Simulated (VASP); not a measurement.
Crystal: Bi2Se3.

```
Bi Se
1.0
     2.11213    1.21944    9.73254
    -2.11213    1.21944    9.73254
     0.00000   -2.43888    9.73254
Bi Se
2 3
Direct
  0.59920 0.59920 0.59920
  0.40080 0.40080 0.40080
  0.78830 0.78830 0.78830
  0.21170 0.21170 0.21170
  0.00000 0.00000 0.00000
```

Base run:

| Item | Value |
| --- | --- |
| Program | VASP 6.6.1 |
| Functional | revPBE |
| Potentials or basis | VASP PAW PBE potentials, release 64 (Bi_d, Se) |
| Cutoff | 520 eV |
| k mesh | 8 × 8 × 8 |
| Occupations | fermi-dirac, width 0.05 eV |
| Spin | no spin polarisation |

Its results: band gap on the k mesh 0.31 eV; pressure 0.2 GPa; largest force 0.261 eV/Å.

Question: The run is repeated on the same cell with these changes: functional from revPBE to PBE; dispersion from none to D3(BJ). What comes out?

Answer: Band gap on the k mesh 0.25 eV; pressure -3.0 GPa; largest force 0.249 eV/Å.

Several settings changed at once.

Caveats: spin-orbit coupling is left out, which moves the levels of the heavy elements; the PAW data sets were made with another functional, which shifts forces and pressure a little (at least some runs); the cell stands under tension (at least some runs).

A k mesh can miss the band edges.
